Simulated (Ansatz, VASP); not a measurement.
## WC: VASP beside Ansatz

INCAR

```
PREC = Accurate ; ENCUT = 520
EDIFF = 1E-6 ; ISMEAR = 0
SIGMA = 0.15 ; LREAL = False
LASPH = True ; NELM = 80
ALGO = Normal ; ISIF = 2
LWAVE = False ; LCHARG = False
GGA = PE ; NBANDS = 16
```

File KPOINTS:

```
Automatic mesh
0
Gamma
  18 18 16
```

File POSCAR:

```
WC
1.0
    2.9005014360      0.0000000000      0.0000000000
   -1.4502507180      2.5119079273      0.0000000000
    0.0000000000      0.0000000000      2.8290000000
W C
1 1
Direct
    0.0000000000      0.0000000000     -0.1060445387
    0.6666666667      0.3333333333      0.5000000000
```

Input for Ansatz:

```yaml
crystal:
  lattice:
    - [2.900501436, 0.0, 0.0]
    - [-1.450250718, 2.5119079273, 0.0]
    - [0.0, 0.0, 2.829]
  atoms:
    - { symbol: W, position: [0.0, 0.0, -0.1060445387] }
    - { symbol: C, position: [0.6666666667, 0.3333333333, 0.5] }
basis:
  ecutwfc: 420
kpoints:
  mp_grid: { grid: [18, 18, 16] }
hamiltonian:
  xc: pbe
scf:
  occupations: { method: gaussian, width: 0.15 }
output:
  forces: true
  stress: true
  eigenvalues: true
```

Change from the starting cell: all W atoms moved -0.300 Å, as atom 1 along Cartesian [0 0 1].

Alike in both runs: task single point; functional PBE; k mesh 18 × 18 × 16; occupations gaussian, width 0.15 eV; no spin polarisation.

|  | VASP | Ansatz |
| --- | --- | --- |
| version | VASP 6.6.1 | Ansatz 0.2.0 |
| potentials or method | VASP PAW PBE potentials, release 64 (W_sv, C), cutoff 520 eV | scalar-relativistic, plane waves, PAW |
| valence electrons in the cell | 18 | 18 |

|  | VASP | Ansatz | Ansatz less VASP |
| --- | --- | --- | --- |
| gap on the k mesh at the Fermi level (eV) | none | none | - |
| rms of the force components (eV/Å) | 2.925 | 2.900 | -0.0245 |

Atom by atom the forces differ by 0.024 eV/Å (rms over components). A gap of «none» marks a metal or a gap that the smearing closes.

Neither program's run includes spin-orbit coupling.
